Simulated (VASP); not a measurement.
Set up this calculation in VASP 6.6.1, as the native input.

```yaml
Task: single point
Functional: PBE
Potentials_or_basis: VASP PAW PBE potentials, release 64 (Zn, S)
Cutoff: 520 eV
k_mesh: 10 × 10 × 10
Occupations: gaussian, width 0.05 eV
Spin: no spin polarisation
Dipole_correction: no
Further_INCAR_settings: ALGO = Normal; EDIFF = 1e-06; NBANDS = 16
```

The structure of ZnS lies in POSCAR:

```
ZnS
1.0
    0.0000000000      2.7046500000      2.6235105000
    2.7046500000      0.0000000000      2.6235105000
    2.7046500000      2.7046500000      0.0000000000
Zn S
1 1
Direct
    0.0000000000      0.0000000000      0.0000000000
    0.7500000000      0.7500000000      0.7500000000
```

This cell differs from its parent crystal: strain +0.000 along x and y, -0.030 along z.

These files were run (other wordings do the same):

INCAR

```
SYSTEM = ZnS
PREC     = Accurate       ! precision mode
ENCUT    = 520            ! plane-wave cutoff, eV
EDIFF    = 1E-6           ! SCF threshold, eV
ISMEAR   = 0              ! smearing method
SIGMA    = 0.05           ! smearing width, eV
LREAL    = .False.        ! projectors in reciprocal space
LASPH    = .True.         ! aspherical terms in the spheres
NELM     = 60             ! most SCF steps
ALGO     = Normal         ! electronic algorithm
ISIF     = 2              ! what is computed and relaxed
LWAVE    = .False.        ! write WAVECAR
LCHARG   = .False.        ! write CHGCAR
GGA      = PE             ! functional
NBANDS   = 16             ! bands
```

KPOINTS

```
Automatic mesh
0
Gamma
  10 10 10
  0 0 0
```

Potentials or basis: VASP PAW PBE potentials, release 64 (Zn, S).

The run is started by

```console
$ cat potpaw_PBE.64/Zn/POTCAR potpaw_PBE.64/S/POTCAR > POTCAR
$ mpirun -np 1 vasp_std > vasp.out
```

It gave:

```json
{"Pressure": "4.0 GPa", "Band gap on the k mesh": "2.17 eV, direct"}
```

Caveat: the cell differs from its parent crystal (strain +0.000 along x and y, -0.030 along z).

It took 50 s on 1 thread of AMD EPYC 7R43 64-Core Processor (Zen 3), on a shared host, peak memory 0.16 GiB.
